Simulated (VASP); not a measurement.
# MoPd (R-3m) in VASP: single point with LDA

Aim: the single point of MoPd with LDA.

All numbers are computed with VASP 6.6.1; they aren't measurements. Logs are shortened: lines on timing, memory, paths and dates and some standing lists are left out, and cuts for length are marked.

**1. The cell of the first run**

It takes space group R-3m (No. 166, trigonal). The conventional cell has a = 2.817 Å, b = 2.817 Å, c = 13.934 Å, α = 90.00°, β = 90.00°, γ = 120.00°. Mo (site symmetry -3m) has 6 Mo at 2.82 Å and 6 Pd at 2.84 Å within 3.7 Å. Within 3.7 Å of Pd (site symmetry -3m) lie 6 Pd at 2.82 Å and 6 Mo at 2.84 Å.

**2. Single point, LDA (strain +0.0150 x Voigt [1, 1, 0, 0, 0, 0])**

INCAR

```
ALGO = Normal ; EDIFF = 1E-6
ENCUT = 500 ; GGA_COMPAT = False
ISIF = 2 ; ISMEAR = 0
LASPH = True ; LCHARG = True
LELF = True ; LREAL = False
LVHAR = True ; LWAVE = False
NBANDS = 19 ; NELM = 120
PREC = Accurate ; SIGMA = 0.15
```

KPOINTS

```
k-points
0
Gamma
  21 21 21
```

POSCAR

```
MoPd
1.0
    1.4084829860      0.8131880311      4.6447711807
   -1.4084829860      0.8131880311      4.6447711807
    0.0000000000     -1.6263760623      4.6447711807
Mo Pd
1 1
Direct
    0.0000000000      0.0000000000      0.0000000000
    0.5000000000      0.5000000000      0.5000000000
```

Potentials or basis: VASP PAW LDA potentials, release 64 (Mo_sv, Pd).

The run is started by

```bash
cat potpaw_LDA.64/Mo_sv/POTCAR potpaw_LDA.64/Pd/POTCAR > POTCAR
mpirun -np 1 vasp_std > vasp.out
```

OUTCAR:

```text
EDIFF = 1E-6
   ENCUT = 500
   ISIF = 2
   ISMEAR = 0
   LASPH = True
   LREAL = False
   NELM = 120
   PREC = Accurate

 ion  position               nearest neighbor table
   1  0.000  0.000  0.000-   2 2.84   2 2.84   2 2.84   2 2.84   2 2.84   2 2.84
   2  0.500  0.500  0.500-   1 2.84   1 2.84   1 2.84   1 2.84   1 2.84   1 2.84

  LATTYP: Found a trigonal (rhomboedric) cell.
 ALAT       =     4.9212801604
 COS(alpha) =     0.8361761880

  Lattice vectors:

 A1 = (   1.4084829860,   0.8131880311,   4.6447711807)
 A2 = (  -1.4084829860,   0.8131880311,   4.6447711807)
 A3 = (   0.0000000000,  -1.6263760623,   4.6447711807)

Analysis of symmetry for initial positions (statically):
=====================================================================
 Subroutine PRICEL returns:
 Original cell was already a primitive cell.

 Routine SETGRP: Setting up the symmetry group for a
 trigonal (rhombohedral) supercell.

 Subroutine GETGRP returns: Found 12 space group operations
 (whereof 12 operations were pure point group operations)
 out of a pool of 12 trial point group operations.

The static configuration has the point symmetry D_3d.

Analysis of symmetry for dynamics (positions and initial velocities):
=====================================================================
 Subroutine PRICEL returns:
 Original cell was already a primitive cell.

 Routine SETGRP: Setting up the symmetry group for a
 trigonal (rhombohedral) supercell.

 Subroutine GETGRP returns: Found 12 space group operations
 (whereof 12 operations were pure point group operations)
 out of a pool of 12 trial point group operations.

The dynamic configuration has the point symmetry D_3d.

 Subroutine INISYM returns: Found 12 space group operations
 (whereof 12 operations are pure point group operations),
 and found     1 'primitive' translations

----------------------------------------------------------------------------------------

                                     Primitive cell

  volume of cell :      31.9197

  direct lattice vectors                    reciprocal lattice vectors
     1.408482986  0.813188031  4.644771181     0.354991864  0.204954648  0.071765286
    -1.408482986  0.813188031  4.644771181    -0.354991864  0.204954648  0.071765286
     0.000000000 -1.626376062  4.644771181     0.000000000 -0.409909296  0.071765286

  length of vectors
     4.921280160  4.921280160  4.921280160     0.416144070  0.416144070  0.416144070

  position of ions in fractional coordinates (direct lattice)
     0.000000000  0.000000000  0.000000000
     0.500000000  0.500000000  0.500000000

  ion indices of the primitive-cell ions
   primitive index   ion index
                 1           1
                 2           2

----------------------------------------------------------------------------------------

 KPOINTS: k-points

Automatic generation of k-mesh.
 Grid dimensions read from file:
 generate k-points for:   21   21   21

 Generating k-lattice:

  Cartesian coordinates                     Fractional coordinates (reciprocal lattice)
     0.016904374  0.009759745  0.003417395     0.047619048 -0.000000000  0.000000000
    -0.016904374  0.009759745  0.003417395    -0.000000000  0.047619048  0.000000000
     0.000000000 -0.019519490  0.003417395     0.000000000  0.000000000  0.047619048

  Length of vectors
     0.019816384  0.019816384  0.019816384

  Shift w.r.t. Gamma in fractional coordinates (k-lattice)
     0.000000000  0.000000000  0.000000000

 Subroutine IBZKPT returns following result:
 ===========================================

 Found    891 irreducible k-points:

 Following reciprocal coordinates:
            Coordinates               Weight
  0.000000  0.000000  0.000000      1.000000
  0.047619  0.000000  0.000000      6.000000
  0.095238 -0.000000  0.000000      6.000000
  0.142857  0.000000 -0.000000      6.000000
  0.190476 -0.000000  0.000000      6.000000
  0.238095 -0.000000 -0.000000      6.000000
[... 16 lines left out ...]
 -0.428571  0.047619  0.000000     12.000000
 -0.380952  0.047619 -0.000000     12.000000
 [... further k-points ...]
   k-points           NKPTS =    891   k-points in BZ     NKDIM =    891   number of bands    NBANDS=     19
   number of dos      NEDOS =    301   number of ions     NIONS =      2
   total plane-waves  NPLWV =  46656
   dimension x,y,z NGX =    36 NGY =   36 NGZ =   36
   dimension x,y,z NGXF=    72 NGYF=   72 NGZF=   72
   ions per type =               1   1
   NGX,Y,Z   is equivalent  to a cutoff of  12.16, 12.16, 12.16 a.u.
   NGXF,Y,Z  is equivalent  to a cutoff of  24.32, 24.32, 24.32 a.u.
 SYSTEM =  unknown system
   PREC   = accura    normal or accurate (medium, high low for compatibility)
   ISTART =      0    job   : 0-new  1-cont  2-samecut
   ICHARG =      2    charge: 1-file 2-atom 10-const
   ISPIN  =      1    spin polarized calculation?
   LNONCOLLINEAR =      F non collinear calculations
   LSORBIT =      F    spin-orbit coupling
   LASPH  =      T    aspherical Exc in radial PAW
   ENCUT  =  500.0 eV  36.75 Ry    6.06 a.u.   8.97  8.97  8.97*2*pi/ulx,y,z
   NELM   =    120;   NELMIN=  2; NELMDL= -5     # of ELM steps
   EDIFF  = 0.1E-05   stopping-criterion for ELM
   LREAL  =      F    real-space projection
[... 7 lines left out ...]
   TEBEG  =    0.0;   TEEND  =   0.0 temperature during run
   PSTRESS=    0.0 pullay stress
   NELECT =      24.0000    total number of electrons
   NUPDOWN=      -1.0000    fix difference up-down
   EMIN   =  10.00;   EMAX   =-10.00  energy-range for DOS
   EFERMI =   0.00;   METHOD = LEGACY
   ISMEAR =     0;   SIGMA  =   0.15  broadening in eV -4-tet -1-fermi 0-gaus
   EFERMI_NEDOS =   21; number of points for ismear=-14 and -15
   IALGO  =     38    algorithm
   IMIX   =      4    mixing-type and parameters
     AMIX     =   0.40;   BMIX     =  1.00
     AMIX_MAG =   1.60;   BMIX_MAG =  1.00
  volume/ion in A,a.u.               =      15.96       107.70
  Fermi-wavevector in a.u.,A,eV,Ry     =   1.488650  2.813140 30.151572  2.216078
  Thomas-Fermi vector in A             =   2.601658
   LORBIT       =      0    0 simple, 1 ext, 2 COOP (PROOUT), +10 PAW based schemes
   GGA     = CA    functional components
   LHFCALC =     F    Hartree Fock is set to
   AEXX    =    0.0000 exact exchange contribution
   IVDW    =     0    specifies the selected vdW correction
   LEPSILON=     F    determine dielectric tensor
   LRPA    =     F    only Hartree local field effects (RPA)
 non-spin polarized calculation
 Gauss-broadening in eV      SIGMA  =   0.15
  energy-cutoff  :      500.00
  volume of cell :       31.92
 maximum number of plane-waves:       827
   NGX = 17   NGY = 17   NGZ = 17

 number of electron      24.0000000 magnetization

 Free energy of the ion-electron system (eV)
  ---------------------------------------------------
  ext. energy  EPLUGINS =         0.00000000
  ---------------------------------------------------
  free energy    TOTEN  =       -18.32222636 eV

  energy without entropy =      -18.29761875  energy(sigma->0) =      -18.30992255

 E-fermi :  10.5055     XC(G=0): -13.2816

 val. band max:       10.5020279663   @ k =  -0.3333   0.1905   0.0476
 cond. band min:      10.5062360165   @ k =  -0.4286   0.3810   0.0000
 fundamental gap:      0.0042080502
 Fermi energy:        10.5054675652

 k-point     1 :       0.0000    0.0000    0.0000
  band No.  band energies     occupation
      1     -50.2347      2.00000
      2     -24.5841      2.00000
      3     -23.8522      2.00000
      4     -23.8522      2.00000
      5       3.2765      2.00000
      6       5.1673      2.00000
[... 11 lines left out ...]
     18      23.9847      0.00000
     19      25.4419      0.00000

 k-point     2 :       0.0476    0.0000    0.0000
  band No.  band energies     occupation
      1     -50.2312      2.00000
      2     -24.5808      2.00000
      3     -23.8763      2.00000
      4     -23.8577      2.00000
      5       3.3539      2.00000
      6       5.2260      2.00000
[... 11 lines left out ...]
     18      24.1564      0.00000
     19      25.5384      0.00000

 k-point     3 :       0.0952   -0.0000    0.0000
  band No.  band energies     occupation
      1     -50.2211      2.00000
      2     -24.5712      2.00000
      3     -23.9461      2.00000
      4     -23.8737      2.00000
      5       3.5809      2.00000
      6       5.3940      2.00000
[... 11 lines left out ...]
     18      24.6315      0.00000
     19      25.7998      0.00000

 k-point     4 :       0.1429    0.0000   -0.0000
  band No.  band energies     occupation
      1     -50.2053      2.00000
      2     -24.5562      2.00000
      3     -24.0545      2.00000
      4     -23.8986      2.00000
      5       3.9413      2.00000
      6       5.6454      2.00000
[... 11 lines left out ...]
     18      25.2080      0.00000
     19      26.1206      0.00000

 k-point     5 :       0.1905   -0.0000    0.0000
  band No.  band energies     occupation
      1     -50.1850      2.00000
      2     -24.5370      2.00000
      3     -24.1907      2.00000
      4     -23.9302      2.00000
      5       4.4053      2.00000
      6       5.9274      2.00000
[... 11 lines left out ...]
     18      24.8782      0.00000
     19      26.5160      0.00000

 k-point     6 :       0.2381   -0.0000   -0.0000
  band No.  band energies     occupation
      1     -50.1621      2.00000
      2     -24.5153      2.00000
      3     -24.3417      2.00000
      4     -23.9655      2.00000
      5       4.9211      2.00000
      6       6.1406      2.00000
[... 11 lines left out ...]
     18      23.6126      0.00000
     19      26.0626      0.00000

 k-point     7 :       0.2857   -0.0000    0.0000
  band No.  band energies     occupation
      1     -50.1386      2.00000
      2     -24.4943      2.00000
      3     -24.4925      2.00000
      4     -24.0014      2.00000
      5       5.3948      2.00000
      6       6.2169      2.00000
[... 11 lines left out ...]
     18      22.2311      0.00000
     19      25.3234      0.00000

 k-point     8 :       0.3333    0.0000   -0.0000
  band No.  band energies     occupation
      1     -50.1165      2.00000
      2     -24.6337      2.00000
      3     -24.4721      2.00000
      4     -24.0348      2.00000
      5       5.6665      2.00000
      6       6.3021      2.00000
[... 256 lines left out ...]
 k-point    20 :       0.4286    0.0476   -0.0000
  band No.  band energies     occupation
      1     -50.0894      2.00000
      2     -24.7905      2.00000
      3     -24.4465      2.00000
      4     -24.0879      2.00000
      5       5.7467      2.00000
      6       6.3535      2.00000
[... 11 lines left out ...]
     18      22.6743      0.00000
     19      23.0176      0.00000

 k-point    21 :       0.4762    0.0476   -0.0000
  band No.  band energies     occupation
      1     -50.0792      2.00000
      2     -24.8525      2.00000
      3     -24.4366      2.00000
      4     -24.1039      2.00000
      5       5.6996      2.00000
      6       6.2857      2.00000
[... 11 lines left out ...]
     18      21.9340      0.00000
     19      23.3877      0.00000

 k-point    22 :      -0.4762    0.0476    0.0000
  band No.  band energies     occupation
      1     -50.0757      2.00000
      2     -24.8738      2.00000
      3     -24.4332      2.00000
      4     -24.1094      2.00000
      5       5.6758      2.00000
      6       6.2518      2.00000
[... 11 lines left out ...]
     18      21.3220      0.00000
     19      23.5758      0.00000

 k-point    23 :      -0.4286    0.0476    0.0000
  band No.  band energies     occupation
      1     -50.0792      2.00000
      2     -24.8525      2.00000
      3     -24.4365      2.00000
      4     -24.1039      2.00000
      5       5.6834      2.00000
      6       6.2528      2.00000
[... 11 lines left out ...]
     18      21.7357      0.00000
     19      23.1077      0.00000

 k-point    24 :      -0.3810    0.0476   -0.0000
  band No.  band energies     occupation
      1     -50.0895      2.00000
      2     -24.7905      2.00000
      3     -24.4461      2.00000
      4     -24.0878      2.00000
      5       5.7149      2.00000
      6       6.2936      2.00000
[... 11 lines left out ...]
     18      22.3028      0.00000
     19      22.7414      0.00000

 [... further k-points ...]

------------------------ aborting loop because EDIFF is reached ----------------------------------------

  FORCE on cell =-STRESS in cart. coord.  units (eV):
  Direction    XX          YY          ZZ          XY          YZ          ZX
  --------------------------------------------------------------------------------------
  -------------------------------------------------------------------------------------
  Total       -4.2555910     -4.2555910     -3.3330446      0.0000000      0.0000000      0.0000000
  in kB     -213.6054395   -213.6054395   -167.2990794      0.0000000      0.0000000      0.0000000
  external PRESSURE =    -198.1699861 kB  Pullay stress =       0.0000000 kB

 VOLUME and BASIS-vectors are now :
 -----------------------------------------------------------------------------
  energy-cutoff  :      500.00
  volume of cell :       31.92
      direct lattice vectors                 reciprocal lattice vectors
     1.408482986  0.813188031  4.644771181     0.354991864  0.204954648  0.071765286
    -1.408482986  0.813188031  4.644771181    -0.354991864  0.204954648  0.071765286
     0.000000000 -1.626376062  4.644771181     0.000000000 -0.409909296  0.071765286

 POSITION                                       TOTAL-FORCE (eV/Angst)
 -----------------------------------------------------------------------------------
      0.00000      0.00000      0.00000         0.000000      0.000000      0.000000
      0.00000     -0.00000      6.96716         0.000000     -0.000000      0.000000
 -----------------------------------------------------------------------------------
    total drift:                                0.000000     -0.000000      0.000000

  FREE ENERGIE OF THE ION-ELECTRON SYSTEM (eV)
  ---------------------------------------------------
  free  energy   TOTEN  =       -18.3222263561 eV

  energy  without entropy=      -18.2976187538  energy(sigma->0) =      -18.30992255
```

It took 16 min on 1 thread of Oxide Virtual Turin-like, shared host; peak memory 0.57 GiB.

What came out:

```yaml
Free_energy: -18.3222 eV
Pressure: -19.8 GPa
Band_gap_on_the_k_mesh: zero (bands 12 and 13 overlap by 2.29 eV)
```

Caveat: the cell differs from its parent crystal (strain +0.0150 x Voigt [1, 1, 0, 0, 0, 0]); the cell stands under tension.
